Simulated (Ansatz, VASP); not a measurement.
# One calculation of CuAu, two programs

```xyz
2
Lattice="2.8107 0.0000 0.0000 0.0000 2.8107 0.0000 0.0000 0.0000 3.6850" Properties=species:S:1:pos:R:3 pbc="T T T"
Au    0.0000    0.0000    0.0000
Cu    1.4054    1.4054    1.8425
```

Alike in both runs: functional r2SCAN0; k mesh 5 × 5 × 4; occupations fermi-dirac, width 0.05 eV; no spin polarisation.

```csv
,VASP,Ansatz
version,VASP 6.6.1,Ansatz 0.2.0
potentials or method,"VASP PAW PBE potentials, release 64 (Au, Cu)",Ansatz PAW
plane-wave cutoff (eV),520,500
valence electrons in the cell,22,38
task,single point,projected density of states
```

|  | VASP | Ansatz | Ansatz less VASP |
| --- | --- | --- | --- |
| gap on the k mesh at the Fermi level (eV) | none | none | - |
| pressure (GPa) | -0.6 | -0.7 | -0.13 |
| traceless stress, the component that is largest in VASP (GPa) | -0.35 | -0.41 | -0.052 |

VASP's potentials were made for PBE, not for r2SCAN0. A gap of «none» marks a metal or a gap that the smearing closes. VASP's potentials hold 22 valence electrons a cell and Ansatz's 38, so a difference there can come from the potentials and not from the codes.

The k mesh is coarse, so the values compare programs but aren't converged. Spin-orbit coupling is off throughout.
